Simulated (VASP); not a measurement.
Runs of VASP 6.6.1 on CdSe (Cadmoselite). The structure is that of space group P6_3mc (No. 186), or close to it. The cells are those of the table. 

```csv
task,cell,cutoff (eV),gap on the mesh (eV),pressure (GPa),largest force (eV/Å)
single point,"a = 4.426, b = 4.426, c = 7.226 Å, angles 90.0, 90.0, 120.0°, 4 atoms",520,0.48,-1.0,-
single point,"a = 4.383, b = 4.383, c = 7.156 Å, angles 90.0, 90.0, 120.0°, 4 atoms",520,0.54,(b),-
single point,"a = 4.338, b = 4.338, c = 7.083 Å, angles 90.0, 90.0, 120.0°, 4 atoms",520,0.61,1.7,0.01
relaxation of cell and atoms,"relaxed from a = 4.383, b = 4.383, c = 7.156 Å, angles 90.0, 90.0, 120.0°, 4 atoms",600,(c),0.0,-
single point,"a = 4.293, b = 4.293, c = 7.010 Å, angles 90.0, 90.0, 120.0°, 4 atoms",520,(a),3.5,0.01
single point,"a = 4.198, b = 4.198, c = 6.861 Å, angles 90.0, 90.0, 120.0°, 4 atoms",520,0.82,8.1,0.01
single point,"a = 4.469, b = 4.469, c = 7.296 Å, angles 90.0, 90.0, 120.0°, 4 atoms",520,0.41,-2.1,-
single point,"a = 4.246, b = 4.246, c = 6.938 Å, angles 90.0, 90.0, 120.0°, 4 atoms",520,(d),5.6,-
```

Alike in all rows: level PBE; potentials or basis VASP PAW PBE potentials, release 64 (Cd, Se); no spin polarisation; k mesh 9 × 9 × 6; smearing gaussian 0.02 eV.

Problem. Estimate the missing entries.

Solution. (a) 0.68; (b) 0.2; (c) 0.53; (d) 0.75.

A k mesh can miss the band edges, and the runs leave out spin-orbit coupling on Cd, Se.
